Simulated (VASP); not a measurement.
Mo3W, 4 atoms in the cell. Symmetry: Fm-3m, No. 225, cubic system. Conventional cell: a = 6.332 Å, b = 6.332 Å, c = 6.332 Å, α = 90.00°, β = 90.00°, γ = 90.00°. Mo (site symmetry -43m) has 10 Mo at 2.74 to 3.17 Å and 4 W at 2.74 Å within 3.6 Å. Mo (site symmetry m-3m) has 8 Mo at 2.74 Å and 6 W at 3.17 Å within 3.6 Å. W (site symmetry m-3m) has 14 Mo at 2.74 to 3.17 Å within 3.6 Å. 

| Property | Result |
| --- | --- |
| Program | VASP 6.6.1 |
| Task | single point |
| Functional | r2SCAN |
| Potentials or basis | VASP PAW PBE potentials, release 64 (Mo_sv, W_sv) |
| Cutoff | 550 eV |
| k mesh | 12 × 12 × 12 |
| Occupations | gaussian, width 0.1 eV |
| Spin | no spin polarisation |
| Dipole correction | no |
| Further INCAR settings | ALGO = Normal; EDIFF = 1e-06; NBANDS = 36 |

Potentials or basis: VASP PAW PBE potentials, release 64 (Mo_sv, W_sv).

Command:

```bash
$ cat potpaw_PBE.64/Mo_sv/POTCAR potpaw_PBE.64/W_sv/POTCAR > POTCAR
$ cp INCAR.step1 INCAR
$ mpirun -np 1 vasp_std > vasp.out
$ cp INCAR.step2 INCAR
$ mpirun -np 1 vasp_std > vasp.out
```

Hardware: 1 thread of Oxide Virtual Turin-like Processor, with other jobs on the host.

Task: Estimate the wall time of this run.

Result: It took 19 min on 1 thread of Oxide Virtual Turin-like Processor (shared host), peak memory 0.28 GiB. Counts: k points 72.
